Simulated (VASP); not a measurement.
# SnO (P4/nmm) in VASP: further runs

The runs below take SnO through single point, with PBE.

Everything below comes from runs of VASP 6.6.1. Logs are shortened: lines on timing, memory, paths and dates and some standing lists are left out, and cuts for length are marked.

## (1) The cell of the first run

The structure is tetragonal, space group P4/nmm (No. 129). Conventional cell: a = 3.810 Å, b = 3.810 Å, c = 4.991 Å, α = 90.00°, β = 90.00°, γ = 90.00°. Within 2.9 Å of Sn (site symmetry 4mm) lie 4 O at 2.22 Å. Within 2.9 Å of O (site symmetry -4m2) lie 4 Sn at 2.22 Å and 4 O at 2.69 Å.

## (2) Single point, PBE (strain -0.015 along x and y, -0.015 along z)

Contents of INCAR:

```
ALGO = Normal ; EDIFF = 1E-6
ENCUT = 520 ; GGA = PE
ISIF = 2 ; ISMEAR = 0
LASPH = True ; LCHARG = False
LREAL = False ; LWAVE = False
NBANDS = 28 ; NELM = 60
PREC = Accurate ; SIGMA = 0.05
```

Contents of KPOINTS:

```
k-points
0
Gamma
  10 10 8
```

Contents of POSCAR:

```
SnO
1.0
    3.8101481901      0.0000000000      0.0000000000
    0.0000000000      3.8101481901      0.0000000000
    0.0000000000      0.0000000000      4.9912677446
Sn O
2 2
Direct
    0.0000000000      0.5000000000      0.2287361932
    0.5000000000      0.0000000000      0.7712638068
    0.0000000000      0.0000000000      0.0000000000
    0.5000000000      0.5000000000      0.0000000000
```

Potentials or basis: VASP PAW PBE potentials, release 64 (Sn_d, O).

Started as:

```sh
$ cat potpaw_PBE.64/Sn_d/POTCAR potpaw_PBE.64/O/POTCAR > POTCAR
$ mpirun -np 1 vasp_std > vasp.out
```

OUTCAR:

```text
EDIFF = 1E-6
   ENCUT = 520
   GGA = PE
   ISIF = 2
   ISMEAR = 0
   LASPH = True
   LREAL = False
   NELM = 60
   PREC = Accurate

 ion  position               nearest neighbor table
   1  0.000  0.500  0.229-   3 2.22   4 2.22   3 2.22   4 2.22   2 3.53   2 3.53   2 3.53   2 3.53

   2  0.500  0.000  0.771-   3 2.22   4 2.22   4 2.22   3 2.22   1 3.53   1 3.53   1 3.53   1 3.53

   3  0.000  0.000  0.000-   1 2.22   2 2.22   1 2.22   2 2.22
   4  0.500  0.500  0.000-   1 2.22   2 2.22   2 2.22   1 2.22

  LATTYP: Found a simple tetragonal cell.
 ALAT       =     3.8101481901
 C/A-ratio  =     1.3099930752

  Lattice vectors:

 A1 = (   3.8101481901,   0.0000000000,   0.0000000000)
 A2 = (   0.0000000000,   3.8101481901,   0.0000000000)
 A3 = (   0.0000000000,   0.0000000000,   4.9912677446)

Analysis of symmetry for initial positions (statically):
=====================================================================
 Subroutine PRICEL returns:
 Original cell was already a primitive cell.

 Routine SETGRP: Setting up the symmetry group for a
 simple tetragonal supercell.

 Subroutine GETGRP returns: Found 16 space group operations
 (whereof  8 operations were pure point group operations)
 out of a pool of 16 trial point group operations.

The static configuration has the point symmetry D_2d.
 The point group associated with its full space group is D_4h.

Analysis of symmetry for dynamics (positions and initial velocities):
=====================================================================
 Subroutine PRICEL returns:
 Original cell was already a primitive cell.

 Routine SETGRP: Setting up the symmetry group for a
 simple tetragonal supercell.

 Subroutine GETGRP returns: Found 16 space group operations
 (whereof  8 operations were pure point group operations)
 out of a pool of 16 trial point group operations.

The dynamic configuration has the point symmetry D_2d.
 The point group associated with its full space group is D_4h.

 Subroutine INISYM returns: Found 16 space group operations
 (whereof  8 operations are pure point group operations),
 and found     1 'primitive' translations

----------------------------------------------------------------------------------------

[... 86 lines left out ...]
 SYSTEM =  unknown system
   PREC   = accura    normal or accurate (medium, high low for compatibility)
   ISTART =      0    job   : 0-new  1-cont  2-samecut
   ICHARG =      2    charge: 1-file 2-atom 10-const
   ISPIN  =      1    spin polarized calculation?
   LNONCOLLINEAR =      F non collinear calculations
   LSORBIT =      F    spin-orbit coupling
   LASPH  =      T    aspherical Exc in radial PAW
   ENCUT  =  520.0 eV  38.22 Ry    6.18 a.u.   7.08  7.08  9.28*2*pi/ulx,y,z
   NELM   =     60;   NELMIN=  2; NELMDL= -5     # of ELM steps
   EDIFF  = 0.1E-05   stopping-criterion for ELM
   LREAL  =      F    real-space projection
   EDIFFG = 0.1E-04   stopping-criterion for IOM
   NSW    =      0    number of steps for IOM
   IBRION =     -1    ionic relax: 0-MD 1-quasi-New 2-CG
   NFREE  =      0    steps in history (QN), initial steepest desc. (CG)
   ISIF   =      2    stress and relaxation
   ISYM   =      2    0-nonsym 1-usesym 2-fastsym
   POTIM  = 0.5000    time-step for ionic-motion
   TEBEG  =    0.0;   TEEND  =   0.0 temperature during run
   PSTRESS=    0.0 pullay stress
   NELECT =      40.0000    total number of electrons
   NUPDOWN=      -1.0000    fix difference up-down
   EMIN   =  10.00;   EMAX   =-10.00  energy-range for DOS
   EFERMI =   0.00;   METHOD = LEGACY
   ISMEAR =     0;   SIGMA  =   0.05  broadening in eV -4-tet -1-fermi 0-gaus
   EFERMI_NEDOS =   21; number of points for ismear=-14 and -15
   IALGO  =     38    algorithm
   IMIX   =      4    mixing-type and parameters
     AMIX     =   0.40;   BMIX     =  1.00
     AMIX_MAG =   1.60;   BMIX_MAG =  1.00
  volume/ion in A,a.u.               =      18.11       122.25
  Fermi-wavevector in a.u.,A,eV,Ry     =   1.342961  2.537828 24.538697  1.803543
  Thomas-Fermi vector in A             =   2.471073
   LORBIT       =      0    0 simple, 1 ext, 2 COOP (PROOUT), +10 PAW based schemes
   GGA     = PE    functional components
   LHFCALC =     F    Hartree Fock is set to
   AEXX    =    0.0000 exact exchange contribution
   IVDW    =     0    specifies the selected vdW correction
   LEPSILON=     F    determine dielectric tensor
   LRPA    =     F    only Hartree local field effects (RPA)
 non-spin polarized calculation
 Gauss-broadening in eV      SIGMA  =   0.05
  energy-cutoff  :      520.00
  volume of cell :       72.46
 maximum number of plane-waves:      1976
   NGX = 15   NGY = 15   NGZ = 19

 number of electron      39.9999986 magnetization

 Free energy of the ion-electron system (eV)
  ---------------------------------------------------
  ext. energy  EPLUGINS =         0.00000000
  ---------------------------------------------------
  free energy    TOTEN  =       -22.67694486 eV

  energy without entropy =      -22.67694486  energy(sigma->0) =      -22.67694486

 E-fermi :   6.9729     XC(G=0): -10.0478

 val. band max:        6.7924293495   @ k =   0.1000   0.0000   0.0000
 cond. band min:       7.1466223297   @ k =   0.5000   0.5000   0.0000
 fundamental gap:      0.3541929802
 Fermi energy:         6.9729310448

 k-point     1 :       0.0000    0.0000    0.0000
  band No.  band energies     occupation
      1     -15.2053      2.00000
      2     -14.7509      2.00000
      3     -14.7471      2.00000
      4     -14.7471      2.00000
      5     -14.7039      2.00000
      6     -14.6935      2.00000
[... 733 lines left out ...]
     27      14.1960      0.00000
     28      16.5202      0.00000

 [... further k-points ...]
[... 5 lines left out ...]
  --------------------------------------------------------------------------------------
  -------------------------------------------------------------------------------------
  Total        2.1233488      2.1233488      1.6640723      0.0000000      0.0000000      0.0000000
  in kB       46.9501864     46.9501864     36.7949468      0.0000000      0.0000000      0.0000000
  external PRESSURE =      43.5651065 kB  Pullay stress =       0.0000000 kB

 VOLUME and BASIS-vectors are now :
 -----------------------------------------------------------------------------
  energy-cutoff  :      520.00
  volume of cell :       72.46
      direct lattice vectors                 reciprocal lattice vectors
     3.810148190  0.000000000  0.000000000     0.262456983  0.000000000  0.000000000
     0.000000000  3.810148190  0.000000000     0.000000000  0.262456983  0.000000000
     0.000000000  0.000000000  4.991267745     0.000000000  0.000000000  0.200349901

 POSITION                                       TOTAL-FORCE (eV/Angst)
 -----------------------------------------------------------------------------------
      0.00000      1.90507      1.14168         0.000000      0.000000      0.715321
      1.90507      0.00000      3.84958        -0.000000      0.000000     -0.715321
      0.00000      0.00000      0.00000        -0.000000      0.000000      0.000000
      1.90507      1.90507      0.00000        -0.000000     -0.000000      0.000000
 -----------------------------------------------------------------------------------
    total drift:                                0.000000      0.000000      0.000000

  FREE ENERGIE OF THE ION-ELECTRON SYSTEM (eV)
  ---------------------------------------------------
  free  energy   TOTEN  =       -22.6769448619 eV

  energy  without entropy=      -22.6769448611  energy(sigma->0) =      -22.67694486
```

Run time: 2.2 min. Hardware: 1 thread of Intel Xeon 6975P-C, shared host; peak memory 0.29 GiB.

Results:

| Quantity | Value |
| --- | --- |
| Free energy | -22.6769 eV |
| Pressure | 4.4 GPa |
| Largest force | 0.715 eV/Å |
| Band gap on the k mesh | 0.35 eV, indirect (least direct gap 1.97 eV) |

Forces on the atoms (eV/Å):
```
Sn   0.000  0.000  0.715
Sn   0.000  0.000 -0.715
O    0.000  0.000  0.000
O    0.000  0.000  0.000
```

Caveat: the cell differs from its parent crystal (strain -0.015 along x and y, -0.015 along z); spin-orbit coupling is left out, which moves the levels of the heavy elements.

## (3) Single point, PBE (strain -0.030 along x and y, +0.030 along z)

Contents of INCAR:

```
SYSTEM = SnO
  PREC = Accurate
  ENCUT = 520
  EDIFF = 1E-6
  ISMEAR = 0
  SIGMA = 0.05
  LREAL = .FALSE.
  LASPH = .TRUE.
  NELM = 80
  ALGO = Normal
  ISIF = 2
  LWAVE = .FALSE.
  LCHARG = .TRUE.
  GGA = PE
  LELF = .TRUE.
  LVHAR = .TRUE.
  NBANDS = 28
```

Contents of KPOINTS:

```
regular mesh
0
G
  10 10 8
  0 0 0
```

Contents of POSCAR:

```
SnO
1.0
    3.7521256289      0.0000000000      0.0000000000
    0.0000000000      3.7521256289      0.0000000000
    0.0000000000      0.0000000000      5.2192952050
Sn O
2 2
Direct
    0.0000000000      0.5000000000      0.2287361932
    0.5000000000      0.0000000000      0.7712638068
    0.0000000000      0.0000000000      0.0000000000
    0.5000000000      0.5000000000      0.0000000000
```

Potentials or basis: VASP PAW PBE potentials, release 64 (Sn_d, O).

Started as:

```sh
$ cat potpaw_PBE.64/Sn_d/POTCAR potpaw_PBE.64/O/POTCAR > POTCAR
$ mpirun -np 1 vasp_std > vasp.out
```

It took 2.1 min on 1 thread of Intel Xeon 6975P-C, shared host; peak memory 0.3 GiB.

Results (log left out):

- Free energy: -22.6521 eV
- Pressure: 3.9 GPa
- Largest force: 0.174 eV/Å
- Band gap on the k mesh: 0.25 eV, indirect (least direct gap 2.02 eV)

Forces in eV/Å, atoms in the order of the input:
```
Sn   0.000  0.000  0.174
Sn   0.000  0.000 -0.174
O    0.000  0.000  0.000
O    0.000  0.000  0.000
```

Stress tensor (GPa, compression positive):
```
5.47 0.00 0.00
0.00 5.47 0.00
0.00 0.00 0.67
```

Levels at points of the mesh, in eV from the valence-band top:
| k point | band 16 | band 17 | band 18 | band 19 | band 20 | band 21 | band 22 | band 23 | band 24 | band 25 |
| --- | --- | --- | --- | --- | --- | --- | --- | --- | --- | --- |
| (0.00, 0.00, 0.00) | -6.21 | -3.54 | -3.03 | -3.03 | 0.00 | 2.02 | 3.79 | 4.96 | 4.96 | 5.29 |
| (0.50, 0.00, 0.00) | -5.14 | -4.76 | -4.76 | -2.73 | -2.73 | 2.73 | 2.73 | 5.80 | 5.80 | 6.04 |
| (0.50, 0.50, 0.00) | -5.32 | -2.38 | -2.38 | -2.02 | -2.02 | 0.25 | 0.25 | 4.18 | 4.18 | 6.34 |
| (0.00, 0.00, 0.50) | -3.66 | -3.58 | -3.04 | -3.04 | -2.57 | 1.99 | 3.30 | 3.30 | 4.02 | 7.32 |
| (0.50, 0.00, 0.50) | -5.41 | -4.74 | -4.74 | -1.90 | -1.90 | 2.10 | 2.10 | 5.70 | 5.70 | 6.41 |
| (0.50, 0.50, 0.50) | -5.61 | -2.54 | -2.54 | -2.38 | -2.38 | 2.29 | 2.29 | 3.37 | 3.37 | 5.54 |

Caveat: the cell differs from its parent crystal (strain -0.030 along x and y, +0.030 along z); spin-orbit coupling is left out, which moves the levels of the heavy elements. A k mesh can miss the band edges.

## (4) Single point, PBE (strain +0.000 along x and y, -0.030 along z)

Contents of INCAR:

```
ALGO = Normal ; EDIFF = 1E-6
ENCUT = 520 ; GGA = PE
ISIF = 2 ; ISMEAR = 0
LASPH = True ; LCHARG = True
LELF = True ; LREAL = False
LVHAR = True ; LWAVE = False
NBANDS = 28 ; NELM = 100
PREC = Accurate ; SIGMA = 0.05
```

Contents of KPOINTS:

```
k-points
0
Gamma
  10 10 8
```

Contents of POSCAR:

```
SnO
1.0
    3.8681707514      0.0000000000      0.0000000000
    0.0000000000      3.8681707514      0.0000000000
    0.0000000000      0.0000000000      4.9152585912
Sn O
2 2
Direct
    0.0000000000      0.5000000000      0.2287361932
    0.5000000000      0.0000000000      0.7712638068
    0.0000000000      0.0000000000      0.0000000000
    0.5000000000      0.5000000000      0.0000000000
```

Started as:

```sh
$ cat potpaw_PBE.64/Sn_d/POTCAR potpaw_PBE.64/O/POTCAR > POTCAR
$ mpirun -np 1 vasp_std > vasp.out
```

Run time: 2.4 min. Hardware: 1 thread of Intel Xeon 6975P-C, shared host; peak memory 0.31 GiB.

Results (log left out):

```yaml
Free_energy: -22.6995 eV
Pressure: 2.4 GPa
Largest_force: 0.618 eV/Å
Band_gap_on_the_k_mesh: 0.50 eV, indirect (least direct gap 1.92 eV)
```

Forces in eV/Å, atoms in the order of the input:
```
Sn   0.000  0.000  0.618
Sn   0.000  0.000 -0.618
O    0.000  0.000  0.000
O    0.000  0.000  0.000
```

Stress tensor (GPa, compression positive):
```
1.99 0.00 0.00
0.00 1.99 0.00
0.00 0.00 3.22
```

Levels at points of the mesh, in eV from the valence-band top:
```tsv
k point	band 17	band 18	band 19	band 20	band 21	band 22	band 23	band 24
(0.00, 0.00, 0.00)	-3.26	-3.10	-3.10	-0.03	1.94	4.19	4.95	4.95
(0.50, 0.00, 0.00)	-4.70	-4.70	-2.33	-2.33	3.22	3.22	5.75	5.75
(0.50, 0.50, 0.00)	-2.44	-2.44	-1.65	-1.65	0.50	0.50	4.71	4.71
(0.00, 0.00, 0.50)	-3.21	-3.12	-3.12	-1.85	1.55	3.27	3.27	3.66
(0.50, 0.00, 0.50)	-4.67	-4.67	-1.49	-1.49	2.63	2.63	5.58	5.58
(0.50, 0.50, 0.50)	-2.44	-2.44	-2.36	-2.36	2.69	2.69	3.99	3.99
```

Caveat: the cell differs from its parent crystal (strain +0.000 along x and y, -0.030 along z); spin-orbit coupling is left out, which moves the levels of the heavy elements. A k mesh can miss the band edges.

## (5) The runs side by side

| cell | gap on the mesh (eV) | pressure (GPa) | largest force (eV/Å) |
| --- | --- | --- | --- |
| a = 3.810, b = 3.810, c = 4.991 Å, 4 atoms | 0.35 | 4.4 | 0.72 |
| a = 3.752, b = 3.752, c = 5.219 Å, 4 atoms | 0.25 | 3.9 | 0.17 |
| a = 3.868, b = 3.868, c = 4.915 Å, 4 atoms | 0.50 | 2.4 | 0.62 |

Alike in all rows: task single point; level PBE; potentials or basis VASP PAW PBE potentials, release 64 (Sn_d, O); no spin polarisation; k mesh 10 × 10 × 8; cutoff (eV) 520; smearing gaussian 0.05 eV.

Caveats: spin-orbit coupling is left out, which moves the levels of the heavy elements.

Absolute energies hang on the potentials; compare differences alone.
